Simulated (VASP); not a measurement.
Crystal: CaO.

```
Ca O
1.0
     0.00000    2.52654    2.52654
     2.52654    0.00000    2.52654
     2.52654    2.52654    0.00000
Ca O
1 1
Direct
  0.00000 0.00000 0.00000
  0.50000 0.50000 0.50000
```

This cell differs from its parent crystal: strain +5.4%.

Base run:

```yaml
Program: VASP 6.6.1
Functional: PBE
Potentials_or_basis: VASP PAW PBE potentials, release 64 (Ca_sv, O)
Cutoff: 520 eV
k_mesh: 10 × 10 × 10
Occupations: fermi-dirac, width 0.02 eV
Spin: no spin polarisation
```

Its results: band gap on the k mesh 3.60 eV, direct; pressure -10.3 GPa.

**Question.** The run is repeated on the same cell with these changes: functional from PBE to r2SCAN; occupations from fermi-dirac, width 0.02 eV to gaussian, width 0.01 eV. What comes out?

**Answer.** Band gap on the k mesh 4.17 eV, indirect (least direct gap 4.27 eV); pressure -12.6 GPa.

Caveats: the PAW data sets were made with another functional, which shifts forces and pressure a little (some runs).

A k mesh can miss the band edges.
